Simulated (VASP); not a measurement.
# NiO (Fm-3m) in VASP: further runs

NiO is run at these levels: PBE+U; tasks: single point, density of states.

Program: VASP 6.6.1. These are calculated values, not measurements. Logs are shortened: lines on timing, memory, paths and dates and some standing lists are left out, and cuts for length are marked.

## (1) The cell of the first run

Symmetry: Fm-3m, No. 225, cubic system. Conventional cell: a = 4.172 Å, b = 4.172 Å, c = 4.172 Å, α = 90.00°, β = 90.00°, γ = 90.00°. Ni (site symmetry m-3m) has 6 O at 2.09 Å within 2.8 Å. O (site symmetry m-3m) has 6 Ni at 2.09 Å within 2.8 Å.

## (2) Single point, PBE+U, collinear spin, ferromagnetic start

File INCAR:

```
SYSTEM = NiO
PREC = Accurate ; ENCUT = 520
EDIFF = 1E-7 ; ISMEAR = -1
SIGMA = 0.05 ; LREAL = .False.
LASPH = .True. ; NELM = 150
ALGO = Normal ; ISIF = 2
LWAVE = .False. ; LCHARG = .False.
ISPIN = 2 ; MAGMOM = 1 0
LORBIT = 11 ; LMAXMIX = 4
LDAU = .True. ; LDAUTYPE = 2
LDAUL = 2 -1 ; LDAUU = 5 0
LDAUJ = 0 0 ; LDAUPRINT = 1
GGA = PE ; NBANDS = 19
```

File KPOINTS:

```
Automatic mesh
0
Gamma
  11 11 11
  0 0 0
```

File POSCAR:

```
NiO
1.0
    0.0000000000      2.0859016414      2.0859016414
    2.0859016414      0.0000000000      2.0859016414
    2.0859016414      2.0859016414      0.0000000000
Ni O
1 1
Direct
    0.0000000000      0.0000000000      0.0000000000
    0.5000000000      0.5000000000      0.5000000000
```

Potentials or basis: VASP PAW PBE potentials, release 64 (Ni, O).

Run with:

```console
$ cat potpaw_PBE.64/Ni/POTCAR potpaw_PBE.64/O/POTCAR > POTCAR
$ mpirun -np 1 vasp_std > vasp.out
```

OUTCAR:

```text
SYSTEM = NiO
   PREC = Accurate
   ENCUT = 520
   EDIFF = 1E-7
   ISMEAR = -1
   LREAL = .False.
   LASPH = .True.
   NELM = 150
   ISIF = 2
   ISPIN = 2
   LORBIT = 11
   GGA = PE

 ion  position               nearest neighbor table
   1  0.000  0.000  0.000-   2 2.09   2 2.09   2 2.09   2 2.09   2 2.09   2 2.09
   2  0.500  0.500  0.500-   1 2.09   1 2.09   1 2.09   1 2.09   1 2.09   1 2.09

  LATTYP: Found a face centered cubic cell.
 ALAT       =     4.1718032828

  Lattice vectors:

 A1 = (   0.0000000000,   2.0859016414,   2.0859016414)
 A2 = (   2.0859016414,   0.0000000000,   2.0859016414)
 A3 = (   2.0859016414,   2.0859016414,   0.0000000000)

Analysis of symmetry for initial positions (statically):
=====================================================================
 Subroutine PRICEL returns:
 Original cell was already a primitive cell.

 Routine SETGRP: Setting up the symmetry group for a
 face centered cubic supercell.

 Subroutine GETGRP returns: Found 48 space group operations
 (whereof 48 operations were pure point group operations)
 out of a pool of 48 trial point group operations.

The static configuration has the point symmetry O_h .

Analysis of symmetry for dynamics (positions and initial velocities):
=====================================================================
 Subroutine PRICEL returns:
 Original cell was already a primitive cell.

 Routine SETGRP: Setting up the symmetry group for a
 face centered cubic supercell.

 Subroutine GETGRP returns: Found 48 space group operations
 (whereof 48 operations were pure point group operations)
 out of a pool of 48 trial point group operations.

The dynamic configuration has the point symmetry O_h .

Analysis of structural, dynamic, and magnetic symmetry:
=====================================================================
 Subroutine PRICEL returns:
 Original cell was already a primitive cell.

 Routine SETGRP: Setting up the symmetry group for a
 face centered cubic supercell.

 Subroutine GETGRP returns: Found 48 space group operations
 (whereof 48 operations were pure point group operations)
 out of a pool of 48 trial point group operations.

The overall configuration has the point symmetry O_h .

 Subroutine INISYM returns: Found 48 space group operations
 (whereof 48 operations are pure point group operations),
 and found     1 'primitive' translations

----------------------------------------------------------------------------------------

                                     Primitive cell

  volume of cell :      18.1515

  direct lattice vectors                    reciprocal lattice vectors
     0.000000000  2.085901641  2.085901641    -0.239704495  0.239704495  0.239704495
     2.085901641  0.000000000  2.085901641     0.239704495 -0.239704495  0.239704495
     2.085901641  2.085901641  0.000000000     0.239704495  0.239704495 -0.239704495

  length of vectors
     2.949910391  2.949910391  2.949910391     0.415180364  0.415180364  0.415180364

  position of ions in fractional coordinates (direct lattice)
     0.000000000  0.000000000  0.000000000
     0.500000000  0.500000000  0.500000000

  ion indices of the primitive-cell ions
   primitive index   ion index
                 1           1
                 2           2

----------------------------------------------------------------------------------------

 KPOINTS: Automatic mesh

Automatic generation of k-mesh.
 Grid dimensions read from file:
 generate k-points for:   11   11   11

 Generating k-lattice:

  Cartesian coordinates                     Fractional coordinates (reciprocal lattice)
    -0.021791318  0.021791318  0.021791318     0.090909091  0.000000000  0.000000000
[... 57 lines left out ...]
   ENCUT  =  520.0 eV  38.22 Ry    6.18 a.u.   5.48  5.48  5.48*2*pi/ulx,y,z
   NELM   =    150;   NELMIN=  2; NELMDL= -5     # of ELM steps
   EDIFF  = 0.1E-06   stopping-criterion for ELM
   LREAL  =      F    real-space projection
   EDIFFG = 0.1E-05   stopping-criterion for IOM
   NSW    =      0    number of steps for IOM
   IBRION =     -1    ionic relax: 0-MD 1-quasi-New 2-CG
   NFREE  =      0    steps in history (QN), initial steepest desc. (CG)
   ISIF   =      2    stress and relaxation
   ISYM   =      2    0-nonsym 1-usesym 2-fastsym
   POTIM  = 0.5000    time-step for ionic-motion
   TEBEG  =    0.0;   TEEND  =   0.0 temperature during run
   PSTRESS=    0.0 pullay stress
   NELECT =      16.0000    total number of electrons
   NUPDOWN=      -1.0000    fix difference up-down
   EMIN   =  10.00;   EMAX   =-10.00  energy-range for DOS
   EFERMI =   0.00;   METHOD = LEGACY
   ISMEAR =    -1;   SIGMA  =   0.05  broadening in eV -4-tet -1-fermi 0-gaus
   EFERMI_NEDOS =   21; number of points for ismear=-14 and -15
   IALGO  =     38    algorithm
   IMIX   =      4    mixing-type and parameters
     AMIX     =   0.40;   BMIX     =  1.00
     AMIX_MAG =   1.60;   BMIX_MAG =  1.00
  volume/ion in A,a.u.               =       9.08        61.25
  Fermi-wavevector in a.u.,A,eV,Ry     =   1.569680  2.966264 33.523312  2.463894
  Thomas-Fermi vector in A             =   2.671526
   LORBIT       =     11    0 simple, 1 ext, 2 COOP (PROOUT), +10 PAW based schemes
 LDA+U is selected, type is set to LDAUTYPE =  2
   angular momentum for each species LDAUL =     2   -1
   U (eV)           for each species LDAUU =   5.0  0.0
   J (eV)           for each species LDAUJ =   0.0  0.0
   GGA     = PE    functional components
   LHFCALC =     F    Hartree Fock is set to
   AEXX    =    0.0000 exact exchange contribution
   IVDW    =     0    specifies the selected vdW correction
   LEPSILON=     F    determine dielectric tensor
   LRPA    =     F    only Hartree local field effects (RPA)
 spin polarized calculation
  energy-cutoff  :      520.00
  volume of cell :       18.15
 maximum number of plane-waves:       531
 NGX is ok and might be reduce to    24
   NGX = 11   NGY = 11   NGZ = 11

atom =   1  type =  1  l = 2

 onsite density matrix

spin component  1

  0.9802  0.0000  0.0000  0.0000  0.0000
  0.0000  0.9802  0.0000  0.0000 -0.0000
  0.0000  0.0000  1.0320 -0.0000 -0.0000
  0.0000  0.0000 -0.0000  0.9802 -0.0000
  0.0000 -0.0000 -0.0000 -0.0000  1.0320

spin component  2

  0.9782 -0.0000  0.0000  0.0000 -0.0000
 -0.0000  0.9782 -0.0000  0.0000 -0.0000
  0.0000 -0.0000  0.1549 -0.0000 -0.0000
  0.0000  0.0000 -0.0000  0.9782 -0.0000
 -0.0000 -0.0000 -0.0000 -0.0000  0.1549

 occupancies and eigenvectors

  o =  0.1549  v =  0.0000  0.0000  0.0000  0.0000  0.0000  0.0000 -0.0000 -0.0019  0.0000  1.0000      0.0000  0.0000  0.0000  0.0000  0.0000  0.0000  0.0000  0.0000  0.0000  0.0000
  o =  0.1549  v =  0.0000  0.0000  0.0000  0.0000  0.0000  0.0000  0.0000  1.0000  0.0000  0.0019      0.0000  0.0000  0.0000  0.0000  0.0000  0.0000  0.0000  0.0000  0.0000  0.0000
  o =  0.9782  v =  0.0000  0.0000  0.0000  0.0000  0.0000  1.0000  0.0000  0.0000  0.0000  0.0000      0.0000  0.0000  0.0000  0.0000  0.0000  0.0000  0.0000  0.0000  0.0000  0.0000
  o =  0.9782  v =  0.0000  0.0000  0.0000  0.0000  0.0000  0.0000 -0.4396 -0.0000 -0.8982 -0.0000      0.0000  0.0000  0.0000  0.0000  0.0000  0.0000  0.0000  0.0000  0.0000  0.0000
  o =  0.9782  v =  0.0000  0.0000  0.0000  0.0000  0.0000  0.0000 -0.8982  0.0000  0.4396 -0.0000      0.0000  0.0000  0.0000  0.0000  0.0000  0.0000  0.0000  0.0000  0.0000  0.0000
  o =  0.9802  v =  0.0000 -0.5753  0.0000  0.8179  0.0000  0.0000  0.0000  0.0000  0.0000  0.0000      0.0000  0.0000  0.0000  0.0000  0.0000  0.0000  0.0000  0.0000  0.0000  0.0000
  o =  0.9802  v =  1.0000  0.0000  0.0000  0.0000  0.0000  0.0000  0.0000  0.0000  0.0000  0.0000      0.0000  0.0000  0.0000  0.0000  0.0000  0.0000  0.0000  0.0000  0.0000  0.0000
  o =  0.9802  v =  0.0000 -0.8179  0.0000 -0.5753  0.0000  0.0000  0.0000  0.0000  0.0000  0.0000      0.0000  0.0000  0.0000  0.0000  0.0000  0.0000  0.0000  0.0000  0.0000  0.0000
  o =  1.0320  v =  0.0000 -0.0000 -0.8133  0.0000  0.5819  0.0000  0.0000  0.0000  0.0000  0.0000      0.0000  0.0000  0.0000  0.0000  0.0000  0.0000  0.0000  0.0000  0.0000  0.0000
  o =  1.0320  v =  0.0000  0.0000  0.5819  0.0000  0.8133  0.0000  0.0000  0.0000  0.0000  0.0000      0.0000  0.0000  0.0000  0.0000  0.0000  0.0000  0.0000  0.0000  0.0000  0.0000

 number of electron      16.0000001 magnetization       2.0000000

 Free energy of the ion-electron system (eV)
  ---------------------------------------------------
  ext. energy  EPLUGINS =         0.00000000
  ---------------------------------------------------
  free energy    TOTEN  =       -10.33484397 eV

  energy without entropy =      -10.33484397  energy(sigma->0) =      -10.33484397

 E-fermi :   8.0264     XC(G=0): -12.6704

 val. band max:        7.0311929847   @ k =   0.4545   0.0000   0.0000
 cond. band min:       8.9343963008   @ k =   0.0000   0.0000   0.0000
 fundamental gap:      1.9032033161
 Fermi energy:         8.0264381883

 spin component 1

 k-point     1 :       0.0000    0.0000    0.0000
  band No.  band energies     occupation
      1     -12.1033      1.00000
      2       1.4960      1.00000
      3       1.4961      1.00000
      4       2.5014      1.00000
      5       2.5015      1.00000
      6       2.5015      1.00000
[... 1049 lines left out ...]
     18      39.0721      0.00000
     19      39.8289      0.00000

 [... further k-points ...]
[... 5 lines left out ...]
  --------------------------------------------------------------------------------------
  -------------------------------------------------------------------------------------
  Total        0.5424286      0.5424286      0.5424286      0.0000000      0.0000000      0.0000000
  in kB       47.8786230     47.8786230     47.8786230      0.0000000      0.0000000      0.0000000
  external PRESSURE =      47.8786230 kB  Pullay stress =       0.0000000 kB

 VOLUME and BASIS-vectors are now :
 -----------------------------------------------------------------------------
  energy-cutoff  :      520.00
  volume of cell :       18.15
      direct lattice vectors                 reciprocal lattice vectors
     0.000000000  2.085901641  2.085901641    -0.239704495  0.239704495  0.239704495
     2.085901641  0.000000000  2.085901641     0.239704495 -0.239704495  0.239704495
     2.085901641  2.085901641  0.000000000     0.239704495  0.239704495 -0.239704495

 POSITION                                       TOTAL-FORCE (eV/Angst)
 -----------------------------------------------------------------------------------
      0.00000      0.00000      0.00000        -0.000000      0.000000      0.000000
      2.08590      2.08590      2.08590         0.000000     -0.000000      0.000000
 -----------------------------------------------------------------------------------
    total drift:                                0.000000     -0.000000     -0.000000

  FREE ENERGIE OF THE ION-ELECTRON SYSTEM (eV)
  ---------------------------------------------------
  free  energy   TOTEN  =       -10.3348439698 eV

  energy  without entropy=      -10.3348439697  energy(sigma->0) =      -10.33484397

 total charge

# of ion       s       p       d       tot
------------------------------------------
    1        0.344   0.426   8.222   8.992
    2        1.548   3.480   0.000   5.029
--------------------------------------------------
tot          1.892   3.906   8.222  14.021

 magnetization (x)

# of ion       s       p       d       tot
------------------------------------------
    1        0.011   0.014   1.758   1.783
    2        0.020   0.181   0.000   0.202
--------------------------------------------------
tot          0.032   0.195   1.758   1.985
```

It took 36 s on 1 thread of Intel Xeon Platinum 8259CL at 2.50GHz (Skylake/Cascade Lake), shared host; peak memory 0.17 GiB.

Results:

```yaml
Free_energy: -10.3348 eV
Pressure: 4.8 GPa
Band_gap_on_the_k_mesh: 1.90 eV, indirect (least direct gap 2.61 eV)
Net_moment: 2.00 μB per cell
Site_moments: Ni +1.78; O +0.20 μB
Valence_electrons_inside_the_program's_atomic_spheres: Ni 8.99; O 5.03
```

Eigenvalues of the final occupation matrices:
```csv
site,spin,trace,eigenvalues
site 1 d,1,5.00,0.98 0.98 0.98 1.03 1.03
site 1 d,2,3.24,0.15 0.15 0.98 0.98 0.98
```

Caveat: a cell with one magnetic atom can't hold antiferromagnetic order, which such compounds often take.

## (3) Density of states, PBE+U, collinear spin, ferromagnetic start

POSCAR is that of step 2.

File INCAR.step1:

```
SYSTEM = NiO
ALGO = Normal ; EDIFF = 1E-6
ENCUT = 520 ; GGA = PE
ISIF = 2 ; ISMEAR = -1
ISPIN = 2 ; LASPH = .TRUE.
LCHARG = .TRUE. ; LDAU = .TRUE.
LDAUJ = 0 0 ; LDAUL = 2 -1
LDAUPRINT = 1 ; LDAUTYPE = 2
LDAUU = 4 0 ; LMAXMIX = 4
LREAL = .FALSE. ; LWAVE = .FALSE.
MAGMOM = 1 0 ; NBANDS = 19
NELM = 150 ; PREC = Accurate
SIGMA = 0.05
```

File KPOINTS.step1:

```
k-points
0
G
  11 11 11
  0 0 0
```

File INCAR.step2:

```
SYSTEM = NiO
ALGO = Normal ; EDIFF = 1E-6
ENCUT = 520 ; GGA = PE
ICHARG = 11 ; ISIF = 2
ISMEAR = -5 ; ISPIN = 2
LASPH = .TRUE. ; LCHARG = .FALSE.
LDAU = .TRUE. ; LDAUJ = 0 0
LDAUL = 2 -1 ; LDAUPRINT = 1
LDAUTYPE = 2 ; LDAUU = 4 0
LMAXMIX = 4 ; LORBIT = 10
LREAL = .FALSE. ; LWAVE = .FALSE.
MAGMOM = 1 0 ; NBANDS = 19
NEDOS = 1001 ; NELM = 150
PREC = Accurate ; SIGMA = 0.05
```

File KPOINTS.step2:

```
k-points
0
G
  17 17 17
  0 0 0
```

Potentials or basis: VASP PAW PBE potentials, release 64 (Ni, O).

Run with:

```console
$ cat potpaw_PBE.64/Ni/POTCAR potpaw_PBE.64/O/POTCAR > POTCAR
$ cp INCAR.step1 INCAR
$ cp KPOINTS.step1 KPOINTS
$ mpirun -np 1 vasp_std > vasp.out
$ cp INCAR.step2 INCAR
$ cp KPOINTS.step2 KPOINTS
$ mpirun -np 1 vasp_std > vasp.out
```

Run time: 78 s. Hardware: 1 thread of Intel Xeon Platinum 8259CL at 2.50GHz (Skylake/Cascade Lake), shared host; peak memory 0.21 GiB.

Results (log left out):

* Net moment: 2.00 μB per cell
* Site moments: Ni +1.75; O +0.23 μB
* Valence electrons inside the program's atomic spheres: Ni 8.98; O 5.02

Levels at points of the mesh, in eV from the valence-band top:
Spin up:
```csv
k point,band 6,band 7,band 8,band 9,band 10,band 11,band 12,band 13
"(0.00, 0.00, 0.00)",-4.18,-1.93,-1.93,-1.93,2.37,18.39,18.39,18.39
```
Spin down:
| k point | band 5 | band 6 | band 7 | band 8 | band 9 | band 10 |
| --- | --- | --- | --- | --- | --- | --- |
| (0.00, 0.00, 0.00) | -1.48 | -1.48 | -1.48 | 1.36 | 1.36 | 2.73 |

Eigenvalues of the final occupation matrices:
| site | spin | trace | eigenvalues |
| --- | --- | --- | --- |
| site 1 d | 1 | 4.99 | 0.98 0.98 0.98 1.03 1.03 |
| site 1 d | 2 | 3.26 | 0.17 0.17 0.97 0.97 0.97 |

Caveat: a cell with one magnetic atom can't hold antiferromagnetic order, which such compounds often take. The state reached can hang on the start; a lower one may exist.

## (4) Density of states, PBE+U, collinear spin, ferromagnetic start

POSCAR is that of step 3.

File INCAR.step1:

```
SYSTEM = NiO
PREC = Accurate ; ENCUT = 520
EDIFF = 1E-6 ; ISMEAR = -1
SIGMA = 0.05 ; LREAL = .FALSE.
LASPH = .TRUE. ; NELM = 150
ALGO = Normal ; ISIF = 2
LWAVE = .FALSE. ; LCHARG = .TRUE.
ISPIN = 2 ; MAGMOM = 1 0
LMAXMIX = 4 ; LDAU = .TRUE.
LDAUTYPE = 2 ; LDAUL = 2 -1
LDAUU = 8 0 ; LDAUJ = 0 0
LDAUPRINT = 1 ; GGA = PE
NBANDS = 19
```

File KPOINTS.step1:

```
Automatic mesh
0
G
  11 11 11
  0 0 0
```

File INCAR.step2:

```
SYSTEM = NiO
PREC = Accurate ; ENCUT = 520
EDIFF = 1E-6 ; ISMEAR = -5
SIGMA = 0.05 ; LREAL = .FALSE.
LASPH = .TRUE. ; NELM = 150
ALGO = Normal ; ISIF = 2
LWAVE = .FALSE. ; LCHARG = .FALSE.
ISPIN = 2 ; MAGMOM = 1 0
LORBIT = 11 ; LMAXMIX = 4
LDAU = .TRUE. ; LDAUTYPE = 2
LDAUL = 2 -1 ; LDAUU = 8 0
LDAUJ = 0 0 ; LDAUPRINT = 1
GGA = PE ; NEDOS = 2001
ICHARG = 11
```

File KPOINTS.step2:

```
Automatic mesh
0
G
  17 17 17
  0 0 0
```

Run with:

```console
$ cat potpaw_PBE.64/Ni/POTCAR potpaw_PBE.64/O/POTCAR > POTCAR
$ cp INCAR.step1 INCAR
$ cp KPOINTS.step1 KPOINTS
$ mpirun -np 1 vasp_std > vasp.out
$ cp INCAR.step2 INCAR
$ cp KPOINTS.step2 KPOINTS
$ mpirun -np 1 vasp_std > vasp.out
```

Wall time 64 s (1 thread of Intel Xeon Platinum 8259CL at 2.50GHz (Skylake/Cascade Lake), shared host); peak memory 0.2 GiB.

The run converged. Its results:

```
Net moment                                            : 2.00 μB per cell
Site moments                                          : Ni +1.88; O +0.13 μB
Valence electrons inside the program's atomic spheres : Ni 9.03; O 5.04
```

Levels at points of the mesh, in eV from the valence-band top:
Spin up:
```tsv
k point	band 7	band 8	band 9	band 10	band 11	band 12
(0.00, 0.00, 0.00)	-1.06	-1.06	-1.06	3.08	17.44	17.44
```
Spin down:
```csv
k point,band 4,band 5,band 6,band 7,band 8,band 9,band 10,band 11
"(0.00, 0.00, 0.00)",-4.73,-0.78,-0.78,-0.78,3.41,3.51,3.51,17.72
```

Eigenvalues of the final occupation matrices:
| site | spin | trace | eigenvalues |
| --- | --- | --- | --- |
| site 1 d | 1 | 5.07 | 0.99 0.99 0.99 1.05 1.05 |
| site 1 d | 2 | 3.21 | 0.12 0.12 0.99 0.99 0.99 |

Caveat: a cell with one magnetic atom can't hold antiferromagnetic order, which such compounds often take.

## (5) Summary

| task | U | k mesh for the DOS | occupations for the DOS | moment (μB) |
| --- | --- | --- | --- | --- |
| single point | Ni d U = 5.0 eV | - | - | 2.00 |
| density of states | Ni d U = 4.0 eV | 17 × 17 × 17 | tetrahedron | 2.00 |
| density of states | Ni d U = 8.0 eV | 17 × 17 × 17 | tetrahedron | 2.00 |

Alike in all rows: level PBE+U; potentials or basis VASP PAW PBE potentials, release 64 (Ni, O); spin collinear, ferromagnetic start; cell as given; k mesh 11 × 11 × 11; cutoff (eV) 520; smearing fermi-dirac 0.05 eV.

Caveats: a cell with one magnetic atom can't hold antiferromagnetic order, which such compounds often take.

Absolute energies hang on the potentials; compare differences alone.
